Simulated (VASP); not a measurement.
Set up this calculation in VASP 6.6.1, as the native input.

```yaml
Task: single point
Functional: PBE
Potentials_or_basis: VASP PAW PBE potentials, release 64 (Al, In_d, Sb)
Cutoff: 520 eV
k_mesh: 6 × 6 × 2
Occupations: gaussian, width 0.02 eV
Spin: no spin polarisation
Dipole_correction: no
Further_INCAR_settings: ALGO = Normal; EDIFF = 1e-06; NBANDS = 31
```

The structure of Al3InSb4 lies in POSCAR:

```
Al3InSb4
1.0
    4.4725159000      0.0000000000      0.0000000000
    0.0000000000      4.4725159000      0.0000000000
    0.0000000000      0.0000000000     12.6405638000
Al In Sb
3 1 4
Direct
    0.0000000000      0.0000000000      0.2575320000
    0.5000000000      0.5000000000      0.5000000000
    0.0000000000      0.0000000000      0.7424680000
    0.5000000000      0.5000000000      0.0000000000
    0.5000000000      0.0000000000      0.8622030000
    0.0000000000      0.5000000000      0.1377970000
    0.5000000000      0.0000000000      0.3788230000
    0.0000000000      0.5000000000      0.6211770000
```

The input as run:

INCAR

```
PREC     = Accurate       # precision mode
ENCUT    = 520            # plane-wave cutoff, eV
EDIFF    = 1E-6           # SCF threshold, eV
ISMEAR   = 0              # smearing method
SIGMA    = 0.02           # smearing width, eV
LREAL    = F              # projectors in reciprocal space
LASPH    = T              # aspherical terms in the spheres
NELM     = 100            # most SCF steps
ALGO     = Normal         # electronic algorithm
ISIF     = 2              # what is computed and relaxed
LWAVE    = F              # write WAVECAR
LCHARG   = F              # write CHGCAR
GGA      = PE             # functional
NBANDS   = 31             # bands
```

KPOINTS

```
regular mesh
0
Gamma
  6 6 2
```

Potentials or basis: VASP PAW PBE potentials, release 64 (Al, In_d, Sb).

Run with:

```sh
$ cat potpaw_PBE.64/Al/POTCAR potpaw_PBE.64/In_d/POTCAR potpaw_PBE.64/Sb/POTCAR > POTCAR
$ mpirun -np 1 vasp_std > vasp.out
```

It gave:

```yaml
Pressure: 0.1 GPa
Largest_force: 0.018 eV/Å
Band_gap_on_the_k_mesh: 0.73 eV
```

Caveat: spin-orbit coupling is left out, which moves the levels of the heavy elements.

Wall time 5 min on 1 thread of Intel Xeon 8259CL (shared host), peak memory 0.43 GiB.
